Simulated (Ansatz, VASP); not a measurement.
**Cr: VASP beside Ansatz**

```
CELL_PARAMETERS angstrom
0.00000 2.35839 2.35839
2.35839 0.00000 2.35839
2.35839 2.35839 0.00000
ATOMIC_POSITIONS crystal
Cr 0.00000 0.00000 0.00000
Cr 0.50000 0.50000 0.50000
```

Alike in both runs: task single point; functional RPBE; k mesh 12 × 12 × 12; occupations fermi-dirac, width 0.05 eV; collinear spin.

|  | VASP | Ansatz |
| --- | --- | --- |
| version | VASP 6.6.1 | Ansatz 0.2.0 |
| potentials or method | VASP PAW PBE potentials, release 64 (Cr_pv), cutoff 520 eV | plane waves (420 eV) with PAW, scalar-relativistic |
| valence electrons in the cell | 24 | 28 |

VASP gave:

| Property | Result |
| --- | --- |
| pressure (GPa) | 7.5 |
| net moment per atom (μB) | 0.00 |
| size of the moment on the site where the two differ most (μB) | 1.56 |

Q: What did Ansatz give for the same quantities?

A: Pressure (GPa): 7.2; net moment per atom (μB): 0.00; size of the moment on the site where the two differ most (μB): 1.41.

VASP's potentials were made for PBE, not for RPBE. Site moments also hang on the region over which each program counts them. VASP's potentials hold 24 valence electrons a cell and Ansatz's 28, so a difference there can come from the potentials and not from the codes.
